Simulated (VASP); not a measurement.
# ZnS (Cm) in VASP: single point with r2SCAN

Aim: the single point of ZnS with r2SCAN.

Program: VASP 6.6.1. These are calculated values, not measurements. Logs are shortened: lines on timing, memory, paths and dates and some standing lists are left out, and cuts for length are marked.

### Step 1. The cell of the first run

It takes space group Cm (No. 8, monoclinic). The conventional cell has a = 6.625 Å, b = 3.825 Å, c = 3.825 Å, α = 90.00°, β = 125.26°, γ = 90.00°. Zn (site symmetry m) has 4 S at 2.12 to 2.58 Å within 2.8 Å. Within 2.8 Å of S (site symmetry m) lie 4 Zn at 2.12 to 2.58 Å.

### Step 2. Single point, r2SCAN (atom 2 (S) moved by (-0.200, -0.200) A along x and y)

Contents of POSCAR:

```
ZnS
1.0
    0.0000000000      2.7046500000      2.7046500000
    2.7046500000      0.0000000000      2.7046500000
    2.7046500000      2.7046500000      0.0000000000
Zn S
1 1
Direct
    0.0000000000      0.0000000000      0.0000000000
    0.7500000000      0.7500000000      0.6760532786
```

Contents of INCAR.step1:

```
SYSTEM = ZnS
ALGO     = Normal         ! electronic algorithm
EDIFF    = 1E-4           ! SCF threshold, eV
ENCUT    = 520            ! plane-wave cutoff, eV
GGA      = PE             ! functional
ISMEAR   = 0              ! smearing method
LASPH    = .True.         ! aspherical terms in the spheres
LCHARG   = .False.        ! write CHGCAR
LREAL    = .False.        ! projectors in reciprocal space
LWAVE    = .True.         ! write WAVECAR
NBANDS   = 16             ! bands
NELM     = 60             ! most SCF steps
PREC     = Accurate       ! precision mode
SIGMA    = 0.05           ! smearing width, eV
```

Contents of INCAR.step2:

```
SYSTEM = ZnS
ALGO     = Normal         ! electronic algorithm
EDIFF    = 1E-6           ! SCF threshold, eV
ENCUT    = 520            ! plane-wave cutoff, eV
ISIF     = 2              ! what is computed and relaxed
ISMEAR   = 0              ! smearing method
ISTART   = 1            
LASPH    = .True.         ! aspherical terms in the spheres
LCHARG   = .False.        ! write CHGCAR
LMIXTAU  = .True.       
LREAL    = .False.        ! projectors in reciprocal space
LWAVE    = .False.        ! write WAVECAR
METAGGA  = R2SCAN         ! meta-GGA
NBANDS   = 16             ! bands
NELM     = 60             ! most SCF steps
PREC     = Accurate       ! precision mode
SIGMA    = 0.05           ! smearing width, eV
```

Contents of KPOINTS:

```
k-points
0
Gamma
  8 8 8
  0 0 0
```

Potentials or basis: VASP PAW PBE potentials, release 64 (Zn, S).

Command:

```bash
cat potpaw_PBE.64/Zn/POTCAR potpaw_PBE.64/S/POTCAR > POTCAR
cp INCAR.step1 INCAR
mpirun -np 1 vasp_std > vasp.out
cp INCAR.step2 INCAR
mpirun -np 1 vasp_std > vasp.out
```

OUTCAR:

```text
SYSTEM = ZnS
   EDIFF = 1E-6
   ENCUT = 520
   ISIF = 2
   ISMEAR = 0
   ISTART = 1
   LASPH = .True.
   LREAL = .False.
   METAGGA = R2SCAN
   NELM = 60
   PREC = Accurate

 ion  position               nearest neighbor table
   1  0.000  0.000  0.000-   2 2.12   2 2.36   2 2.36   2 2.58
   2  0.750  0.750  0.676-   1 2.12   1 2.36   1 2.36   1 2.58

  LATTYP: Found a face centered cubic cell.
 ALAT       =     5.4093000000

  Lattice vectors:

 A1 = (   0.0000000000,   2.7046500000,   2.7046500000)
 A2 = (   2.7046500000,   0.0000000000,   2.7046500000)
 A3 = (   2.7046500000,   2.7046500000,   0.0000000000)

Analysis of symmetry for initial positions (statically):
=====================================================================
 Subroutine PRICEL returns:
 Original cell was already a primitive cell.

 Routine SETGRP: Setting up the symmetry group for a
 face centered cubic supercell.

 Subroutine GETGRP returns: Found  2 space group operations
 (whereof  2 operations were pure point group operations)
 out of a pool of 48 trial point group operations.

The static configuration has the point symmetry C_1h.

Analysis of symmetry for dynamics (positions and initial velocities):
=====================================================================
 Subroutine PRICEL returns:
 Original cell was already a primitive cell.

 Routine SETGRP: Setting up the symmetry group for a
 face centered cubic supercell.

 Subroutine GETGRP returns: Found  2 space group operations
 (whereof  2 operations were pure point group operations)
 out of a pool of 48 trial point group operations.

The dynamic configuration has the point symmetry C_1h.

 Subroutine INISYM returns: Found  2 space group operations
 (whereof  2 operations are pure point group operations),
 and found     1 'primitive' translations

----------------------------------------------------------------------------------------

                                     Primitive cell

  volume of cell :      39.5697

  direct lattice vectors                    reciprocal lattice vectors
     0.000000000  2.704650000  2.704650000    -0.184866803  0.184866803  0.184866803
     2.704650000  0.000000000  2.704650000     0.184866803 -0.184866803  0.184866803
     2.704650000  2.704650000  0.000000000     0.184866803  0.184866803 -0.184866803

  length of vectors
     3.824952711  3.824952711  3.824952711     0.320198696  0.320198696  0.320198696

  position of ions in fractional coordinates (direct lattice)
     0.000000000  0.000000000  0.000000000
     0.750000000  0.750000000  0.676053279

  ion indices of the primitive-cell ions
   primitive index   ion index
                 1           1
                 2           2

----------------------------------------------------------------------------------------

 KPOINTS: k-points

Automatic generation of k-mesh.
 Grid dimensions read from file:
 generate k-points for:    8    8    8

 Generating k-lattice:

  Cartesian coordinates                     Fractional coordinates (reciprocal lattice)
    -0.023108350  0.023108350  0.023108350     0.125000000  0.000000000  0.000000000
     0.023108350 -0.023108350  0.023108350     0.000000000  0.125000000  0.000000000
     0.023108350  0.023108350 -0.023108350     0.000000000  0.000000000  0.125000000

  Length of vectors
     0.040024837  0.040024837  0.040024837

  Shift w.r.t. Gamma in fractional coordinates (k-lattice)
     0.000000000  0.000000000  0.000000000

 Subroutine IBZKPT returns following result:
 ===========================================

 Found    150 irreducible k-points:

 Following reciprocal coordinates:
            Coordinates               Weight
  0.000000  0.000000  0.000000      1.000000
  0.125000  0.000000  0.000000      4.000000
  0.000000  0.000000  0.125000      2.000000
  0.125000  0.125000  0.125000      2.000000
  0.250000  0.000000  0.000000      4.000000
  0.000000  0.000000  0.250000      2.000000
[... 16 lines left out ...]
  0.375000  0.125000  0.000000      4.000000
  0.000000  0.375000  0.125000      4.000000
 [... further k-points ...]
   k-points           NKPTS =    150   k-points in BZ     NKDIM =    150   number of bands    NBANDS=     16
   number of dos      NEDOS =    301   number of ions     NIONS =      2
   total plane-waves  NPLWV =  21952
   dimension x,y,z NGX =    28 NGY =   28 NGZ =   28
   dimension x,y,z NGXF=    56 NGYF=   56 NGZF=   56
   ions per type =               1   1
   NGX,Y,Z   is equivalent  to a cutoff of  12.17, 12.17, 12.17 a.u.
   NGXF,Y,Z  is equivalent  to a cutoff of  24.34, 24.34, 24.34 a.u.
 SYSTEM =  ZnS
   PREC   = accura    normal or accurate (medium, high low for compatibility)
   ISTART =      1    job   : 0-new  1-cont  2-samecut
   ICHARG =      0    charge: 1-file 2-atom 10-const
   ISPIN  =      1    spin polarized calculation?
   LNONCOLLINEAR =      F non collinear calculations
   LSORBIT =      F    spin-orbit coupling
   LASPH  =      T    aspherical Exc in radial PAW
   ENCUT  =  520.0 eV  38.22 Ry    6.18 a.u.   7.11  7.11  7.11*2*pi/ulx,y,z
   NELM   =     60;   NELMIN=  2; NELMDL=  0     # of ELM steps
   EDIFF  = 0.1E-05   stopping-criterion for ELM
   LREAL  =      F    real-space projection
   EDIFFG = 0.1E-04   stopping-criterion for IOM
   NSW    =      0    number of steps for IOM
   IBRION =     -1    ionic relax: 0-MD 1-quasi-New 2-CG
   NFREE  =      0    steps in history (QN), initial steepest desc. (CG)
   ISIF   =      2    stress and relaxation
   ISYM   =      2    0-nonsym 1-usesym 2-fastsym
   POTIM  = 0.5000    time-step for ionic-motion
   TEBEG  =    0.0;   TEEND  =   0.0 temperature during run
   PSTRESS=    0.0 pullay stress
   NELECT =      18.0000    total number of electrons
   NUPDOWN=      -1.0000    fix difference up-down
   EMIN   =  10.00;   EMAX   =-10.00  energy-range for DOS
   EFERMI =   0.00;   METHOD = LEGACY
   ISMEAR =     0;   SIGMA  =   0.05  broadening in eV -4-tet -1-fermi 0-gaus
   EFERMI_NEDOS =   21; number of points for ismear=-14 and -15
   IALGO  =     38    algorithm
   IMIX   =      4    mixing-type and parameters
     AMIX     =   0.40;   BMIX     =  1.00
     AMIX_MAG =   1.60;   BMIX_MAG =  1.00
  volume/ion in A,a.u.               =      19.78       133.51
  Fermi-wavevector in a.u.,A,eV,Ry     =   1.259055  2.379268 21.568210  1.585219
  Thomas-Fermi vector in A             =   2.392634
   LORBIT       =      0    0 simple, 1 ext, 2 COOP (PROOUT), +10 PAW based schemes
   METAGGA = R2SCAN    functional components
   LHFCALC =     F    Hartree Fock is set to
   AEXX    =    0.0000 exact exchange contribution
   IVDW    =     0    specifies the selected vdW correction
   LEPSILON=     F    determine dielectric tensor
   LRPA    =     F    only Hartree local field effects (RPA)
 non-spin polarized calculation
 Gauss-broadening in eV      SIGMA  =   0.05
  energy-cutoff  :      520.00
  volume of cell :       39.57
 maximum number of plane-waves:      1090
   NGX = 15   NGY = 15   NGZ = 15

 number of electron      17.9999999 magnetization

 Free energy of the ion-electron system (eV)
  ---------------------------------------------------
  ext. energy  EPLUGINS =         0.00000000
  ---------------------------------------------------
  free energy    TOTEN  =       -18.62030287 eV

  energy without entropy =      -18.62030287  energy(sigma->0) =      -18.62030287

 E-fermi :   2.1536     XC(G=0): -10.2601

 val. band max:        1.9083291463   @ k =   0.0000   0.0000   0.0000
 cond. band min:       4.5007191946   @ k =   0.0000   0.0000   0.0000
 fundamental gap:      2.5923900483
 Fermi energy:         2.1535916902

 k-point     1 :       0.0000    0.0000    0.0000
  band No.  band energies     occupation
      1     -11.9303      2.00000
      2      -5.0276      2.00000
      3      -4.8398      2.00000
      4      -4.6275      2.00000
      5      -4.2941      2.00000
      6      -4.2795      2.00000
[... 8 lines left out ...]
     15      14.0455      0.00000
     16      14.1670      0.00000

 k-point     2 :       0.1250    0.0000    0.0000
  band No.  band energies     occupation
      1     -11.8126      2.00000
      2      -5.0087      2.00000
      3      -4.8243      2.00000
      4      -4.6196      2.00000
      5      -4.2943      2.00000
      6      -4.2800      2.00000
[... 8 lines left out ...]
     15      13.4729      0.00000
     16      14.9784      0.00000

 k-point     3 :       0.0000    0.0000    0.1250
  band No.  band energies     occupation
      1     -11.8033      2.00000
      2      -5.0326      2.00000
      3      -4.7947      2.00000
      4      -4.5990      2.00000
      5      -4.3022      2.00000
      6      -4.2866      2.00000
[... 8 lines left out ...]
     15      13.3477      0.00000
     16      14.9578      0.00000

 k-point     4 :       0.1250    0.1250    0.1250
  band No.  band energies     occupation
      1     -11.8218      2.00000
      2      -5.0121      2.00000
      3      -4.8356      2.00000
      4      -4.6168      2.00000
      5      -4.2934      2.00000
      6      -4.2755      2.00000
[... 8 lines left out ...]
     15      13.6061      0.00000
     16      15.1462      0.00000
[... 324 lines left out ...]
 k-point    22 :       0.2500    0.2500    0.1250
  band No.  band energies     occupation
      1     -11.5496      2.00000
      2      -4.9901      2.00000
      3      -4.7836      2.00000
      4      -4.6097      2.00000
      5      -4.2929      2.00000
      6      -4.2494      2.00000
[... 8 lines left out ...]
     15      14.6107      0.00000
     16      15.9885      0.00000

 k-point    23 :       0.3750    0.1250    0.0000
  band No.  band energies     occupation
      1     -11.1858      2.00000
      2      -4.9130      2.00000
      3      -4.6795      2.00000
      4      -4.5272      2.00000
      5      -4.2921      2.00000
      6      -4.2283      2.00000
[... 8 lines left out ...]
     15      15.2436      0.00000
     16      15.3881      0.00000

 k-point    24 :       0.0000    0.3750    0.1250
  band No.  band energies     occupation
      1     -11.2007      2.00000
      2      -4.9185      2.00000
      3      -4.6779      2.00000
      4      -4.5615      2.00000
      5      -4.2729      2.00000
      6      -4.2255      2.00000
[... 8 lines left out ...]
     15      15.3956      0.00000
     16      15.4559      0.00000

 [... further k-points ...]

------------------------ aborting loop because EDIFF is reached ----------------------------------------

  FORCE on cell =-STRESS in cart. coord.  units (eV):
  Direction    XX          YY          ZZ          XY          YZ          ZX
  --------------------------------------------------------------------------------------
  -------------------------------------------------------------------------------------
  Total        0.3685854      0.3685854      0.7909646      0.8357839     -1.2719551     -1.2719498
  in kB       14.9240086     14.9240086     32.0261266     33.8408589    -51.5014150    -51.5011979
  external PRESSURE =      20.6247146 kB  Pullay stress =       0.0000000 kB

 VOLUME and BASIS-vectors are now :
 -----------------------------------------------------------------------------
  energy-cutoff  :      520.00
  volume of cell :       39.57
      direct lattice vectors                 reciprocal lattice vectors
     0.000000000  2.704650000  2.704650000    -0.184866803  0.184866803  0.184866803
     2.704650000  0.000000000  2.704650000     0.184866803 -0.184866803  0.184866803
     2.704650000  2.704650000  0.000000000     0.184866803  0.184866803 -0.184866803

 POSITION                                       TOTAL-FORCE (eV/Angst)
 -----------------------------------------------------------------------------------
      0.00000      0.00000      0.00000        -1.306980     -1.306980      0.979254
      3.85697      3.85697      4.05697         1.306980      1.306980     -0.979254
 -----------------------------------------------------------------------------------
    total drift:                               -0.007816     -0.007816      0.007283

  FREE ENERGIE OF THE ION-ELECTRON SYSTEM (eV)
  ---------------------------------------------------
  free  energy   TOTEN  =       -18.6203028725 eV

  energy  without entropy=      -18.6203028725  energy(sigma->0) =      -18.62030287
```

Wall time 2.5 min (1 thread of Intel Xeon 6975P-C (Granite Rapids), shared host); peak memory 0.23 GiB.

What came out:

* Free energy: -18.6203 eV
* Pressure: 2.1 GPa
* Largest force: 2.092 eV/Å
* Band gap on the k mesh: 2.59 eV

Forces on the atoms (eV/Å):
```
Zn  -1.307 -1.307  0.979
S    1.307  1.307 -0.979
```

Caveat: the cell differs from its parent crystal (atom 2 (S) moved by (-0.200, -0.200) A along x and y); the PAW data sets were made with another functional, which shifts forces and pressure a little.
